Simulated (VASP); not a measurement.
# K2SiB2: single point with PBE

Crystal: K2SiB2.

```
K Si B
1.0
    -1.41437    1.41437   10.87773
     1.41437   -1.41437   10.87773
     1.41437    1.41437  -10.87773
K Si B
2 1 2
Direct
  0.37718 0.37718 0.00000
  0.62282 0.62282 0.00000
  0.00000 0.00000 0.00000
  0.75000 0.25000 0.50000
  0.25000 0.75000 0.50000
```

The cell was generated, and may not be a known phase.

```json
{"Program": "VASP 6.6.1", "Task": "single point", "Functional": "PBE", "Potentials or basis": "VASP PAW PBE potentials, release 64 (K_sv, Si, B)", "Cutoff": "520 eV", "k mesh": "6 × 6 × 6", "Occupations": "gaussian, width 0.1 eV", "Spin": "no spin polarisation", "Dipole correction": "no", "Further INCAR settings": "ALGO = Normal; EDIFF = 1e-06; NBANDS = 22"}
```

```json
{
 "Pressure": "0.2 GPa",
 "Band gap on the k mesh": "zero (bands 14 and 15 overlap by 1.66 eV)"
}
```

Forces on the atoms (eV/Å):
```
K    0.000  0.000 -0.003
K    0.000  0.000  0.003
Si   0.000  0.000  0.000
B    0.000  0.000  0.000
B    0.000  0.000  0.000
```

Levels at points of the mesh, in eV from the Fermi level:
```csv
k point,band 11,band 12,band 13,band 14,band 15,band 16,band 17,band 18
"(0.00, 0.00, 0.00)",-4.20,-2.22,0.19,0.19,0.63,2.12,3.08,3.10
"(0.50, 0.00, 0.00)",-5.94,-3.38,-0.80,-0.34,0.12,3.12,3.88,4.34
"(0.50, 0.50, 0.00)",-3.03,-3.02,-2.50,-1.03,-0.99,-0.10,1.14,1.46
"(0.50, 0.50, 0.50)",-3.98,-2.59,0.19,0.19,1.16,1.75,3.07,3.11
```

It took 18 min on 1 thread of Intel(R) Xeon(R) Platinum 8259CL CPU @ 2.50GHz (Skylake/Cascade Lake) (shared host), peak memory 1.1 GiB.

Caveat: the k points lie up to 0.37 Å⁻¹ apart, too coarse for converged energies and pressures of a metal.
